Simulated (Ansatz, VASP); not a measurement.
## One calculation of ZrB, two programs

The input INCAR:

```
PREC = Accurate ; ENCUT = 520
EDIFF = 1E-7 ; ISMEAR = 0
SIGMA = 0.15 ; LREAL = F
LASPH = T ; NELM = 60
ALGO = Normal ; ISIF = 2
LWAVE = F ; LCHARG = F
GGA = PS ; NBANDS = 14
```

KPOINTS

```
Automatic mesh
0
Gamma
  18 18 18
```

POSCAR

```
ZrB
1.0
    0.0610312500      2.3250000000      2.3250000000
    2.3860312500      0.0000000000      2.3860312500
    2.3250000000      2.3250000000      0.0610312500
Zr B
1 1
Direct
    0.0000000000      0.0000000000      0.0000000000
    0.5000000000      0.5000000000      0.5000000000
```

Input for Ansatz:

```yaml
crystal:
  lattice:
    - [0.06103125, 2.325, 2.325]
    - [2.38603125, 0.0, 2.38603125]
    - [2.325, 2.325, 0.06103125]
  atoms:
    - { symbol: Zr, position: [0.0, 0.0, 0.0] }
    - { symbol: B, position: [0.5, 0.5, 0.5] }
basis:
  ecutwfc: 420
kpoints:
  mp_grid: { grid: [18, 18, 18] }
hamiltonian:
  xc: pbesol
scf:
  occupations: { method: gaussian, width: 0.15 }
output:
  forces: true
  stress: true
  eigenvalues: true
```

Change from the starting cell: strain +0.0525 x Voigt [0, 0, 0, 0, 1, 0], atoms carried along.

Alike in both runs: task single point; functional PBEsol; k mesh 18 × 18 × 18; occupations gaussian, width 0.15 eV; no spin polarisation.

```csv
,VASP,Ansatz
version,VASP 6.6.1,Ansatz 0.2.0
potentials or method,"VASP PAW PBE potentials, release 64 (Zr_sv, B), cutoff 520 eV","scalar-relativistic, plane waves, PAW"
valence electrons in the cell,15,15
```

VASP gave:

```
gap on the k mesh at the Fermi level (eV)                     : none
pressure (GPa)                                                : 29.8
traceless stress, the component that is largest in VASP (GPa) : -3.05
```

Which values does Ansatz return?

gap on the k mesh at the Fermi level (eV): none; pressure (GPa): 29.5; traceless stress, the component that is largest in VASP (GPa): -3.07.

VASP's potentials were made for PBE, not for PBEsol. A gap of «none» marks a metal or a gap that the smearing closes. Both programs put the cell under a high pressure, so it lies far from rest at this level.
